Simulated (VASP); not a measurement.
A run of VASP 6.6.1 is set up as follows.

Contents of POSCAR:

```
Sb
1.0
    3.3545324186      0.0000000000      0.0000000000
   -1.6772662093      2.9051102923      0.0000000000
    0.0000000000      0.0000000000      5.4701606500
Sb
2
Direct
    0.6666666667      0.3333333333      0.7500000000
    0.3333333333      0.6666666667      0.2500000000
```

INCAR.step1

```
PREC = Accurate
ENCUT = 520
EDIFF = 1E-5
ISMEAR = -1
SIGMA = 0.05
LREAL = F
LASPH = T
NELM = 150
ALGO = Normal
ISIF = 2
LWAVE = T
LCHARG = F
LNONCOLLINEAR = T
MAGMOM = 0 0 0 0 0 0
LORBIT = 11
LSORBIT = T
GGA_COMPAT = F
LORBMOM = T
GGA = PE
NBANDS = 22
```

The input INCAR.step2:

```
PREC = Accurate
ENCUT = 520
EDIFF = 1E-6
ISMEAR = -1
SIGMA = 0.05
LREAL = F
LASPH = T
NELM = 150
ALGO = Normal
ISIF = 2
LWAVE = F
LCHARG = F
LNONCOLLINEAR = T
MAGMOM = 0 0 0 0 0 0
LORBIT = 11
LSORBIT = T
GGA_COMPAT = F
LORBMOM = T
GGA = PE
LHFCALC = T
AEXX = 0.25
PRECFOCK = Normal
ISTART = 1
NBANDS = 22
```

Contents of KPOINTS:

```
regular mesh
0
Gamma
  4 4 2
```

Potentials or basis: VASP PAW PBE potentials, release 64 (Sb).

The run is started by

```sh
$ cat potpaw_PBE.64/Sb/POTCAR > POTCAR
$ cp INCAR.step1 INCAR
$ mpirun -np 1 vasp_ncl > vasp.out
$ cp INCAR.step2 INCAR
$ mpirun -np 1 vasp_ncl > vasp.out
```

Q: Predict the pressure.

A: -1.8 GPa.

Q: What does it give for the net moment?

A: 0.16 μB per cell.

Moments on the atoms (μB; x, y, z):
```
Sb  0.00 0.00 0.00
Sb  0.00 0.00 0.00
```

Caveat: the k points lie up to 0.57 Å⁻¹ apart; a moment this small can come from the mesh or the smearing; the PAW data sets were made with another functional, which shifts forces and pressure a little.
